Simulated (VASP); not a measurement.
A run of VASP 6.6.1 is set up as follows.

File INCAR:

```
PREC     = Accurate       # precision mode
ENCUT    = 520            # plane-wave cutoff, eV
EDIFF    = 1E-6           # SCF threshold, eV
ISMEAR   = 0              # smearing method
SIGMA    = 0.02           # smearing width, eV
LREAL    = F              # projectors in reciprocal space
LASPH    = T              # aspherical terms in the spheres
NELM     = 60             # most SCF steps
ALGO     = Normal         # electronic algorithm
ISIF     = 2              # what is computed and relaxed
LWAVE    = F              # write WAVECAR
LCHARG   = F              # write CHGCAR
GGA      = CA             # functional
NBANDS   = 28             # bands
```

KPOINTS

```
Automatic mesh
0
Gamma
  8 8 8
```

File POSCAR:

```
SrTiO3
1.0
    3.8542116071      0.0000000000      0.0000000000
    0.0000000000      3.8542116071      0.0000000000
    0.0000000000      0.0000000000      3.8542116071
Sr Ti O
1 1 3
Direct
    0.5000000000      0.5000000000      0.5000000000
    0.0000000000      0.0000000000      0.0000000000
    0.5000000000      0.0000000000      0.0000000000
    0.0000000000      0.5000000000      0.0000000000
    0.0000000000      0.0000000000      0.5000000000
```

Potentials or basis: VASP PAW LDA potentials, release 64 (Sr_sv, Ti_sv, O).

The run is started by

```bash
$ cat potpaw_LDA.64/Sr_sv/POTCAR potpaw_LDA.64/Ti_sv/POTCAR potpaw_LDA.64/O/POTCAR > POTCAR
$ mpirun -np 1 vasp_std > vasp.out
```

Question: What does it give for the band gap on the k mesh?

Answer: 1.82 eV, indirect (least direct gap 2.15 eV).

Question: Predict the pressure.

Answer: 1.1 GPa.

A k mesh can miss the band edges. A hybrid or GW would open this gap; LDA tends to underestimate it.
